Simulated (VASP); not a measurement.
Here is a VASP 6.6.1 calculation.

The input INCAR:

```
SYSTEM = CuO
  PREC = Accurate
  ENCUT = 600
  EDIFF = 1E-7
  ISMEAR = -1
  SIGMA = 0.05
  LREAL = .FALSE.
  LASPH = .TRUE.
  NELM = 60
  ALGO = Normal
  ISIF = 3
  LWAVE = .FALSE.
  LCHARG = .FALSE.
  GGA = PE
  IBRION = 2
  NSW = 60
  EDIFFG = -0.01
  PSTRESS = 300.0
```

File KPOINTS:

```
regular mesh
0
G
  10 10 5
  0 0 0
```

POSCAR

```
CuO
1.0
    2.3446500000     -1.7134000000      0.0000000000
    2.3446500000      1.7134000000      0.0000000000
   -0.8605543552      0.0000000000      5.0594363927
Cu O
2 2
Direct
    0.4968000000      0.0032000000      0.5000000000
    0.0032000000      0.4968000000      0.0000000000
    0.4056000000      0.5714000000      0.7537000000
    0.5714000000      0.4056000000      0.2537000000
```

Potentials or basis: VASP PAW PBE potentials, release 64 (Cu, O).

Command:

```console
$ cat potpaw_PBE.64/Cu/POTCAR potpaw_PBE.64/O/POTCAR > POTCAR
$ mpirun -np 1 vasp_std > vasp.out
```

(1) Estimate the space group after relaxing (to 0.1 Å).

(2) Estimate the relaxed volume.

(3) Predict the band gap on the k mesh.

## Answers

(1) C2/c (No. 15).

(2) 8.61 Å³/atom.

(3) zero (bands 17 and 18 overlap by 0.56 eV).

Caveat: the cell is relaxed towards a set pressure, so the run minimises the enthalpy, not the energy; the volume moved by over 15 % at a fixed basis, so the end points are rough; semilocal functionals often make such compounds metallic where correlation or magnetic order opens a gap, which also shifts bond lengths.
